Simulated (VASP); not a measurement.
A run of VASP 6.6.1 is set up as follows.

INCAR

```
SYSTEM = CsI
PREC     = Accurate       ! precision mode
ENCUT    = 500            ! plane-wave cutoff, eV
EDIFF    = 1E-6           ! SCF threshold, eV
ISMEAR   = 0              ! smearing method
SIGMA    = 0.02           ! smearing width, eV
LREAL    = .FALSE.        ! projectors in reciprocal space
LASPH    = .TRUE.         ! aspherical terms in the spheres
NELM     = 120            ! most SCF steps
ALGO     = Normal         ! electronic algorithm
ISIF     = 2              ! what is computed and relaxed
LWAVE    = .FALSE.        ! write WAVECAR
LCHARG   = .FALSE.        ! write CHGCAR
GGA      = PE             ! functional
IVDW     = 12             ! dispersion correction
NBANDS   = 15             ! bands
GGA_COMPAT= .FALSE.
```

Contents of KPOINTS:

```
regular mesh
0
G
  6 6 6
  0 0 0
```

Contents of POSCAR:

```
CsI
1.0
    4.5603021625      0.0000000000      0.0000000000
    0.0000000000      4.5603021625      0.0000000000
    0.0000000000      0.0000000000      4.5603021625
Cs I
1 1
Direct
    0.0000000000      0.0000000000      0.0000000000
    0.5000000000      0.5000000000      0.5000000000
```

Potentials or basis: VASP PAW PBE potentials, release 64 (Cs_sv, I).

The run is started by

```sh
$ cat potpaw_PBE.64/Cs_sv/POTCAR potpaw_PBE.64/I/POTCAR > POTCAR
$ mpirun -np 1 vasp_std > vasp.out
```

(1) What does it give for the pressure?

(2) Estimate the dispersion energy per atom.

(3) Estimate the band gap on the k mesh.

Results:

(1) 0.0 GPa.

(2) -0.241 eV.

(3) 3.89 eV (least direct gap 3.98 eV).

Caveat: spin-orbit coupling is left out, which moves the levels of the heavy elements.
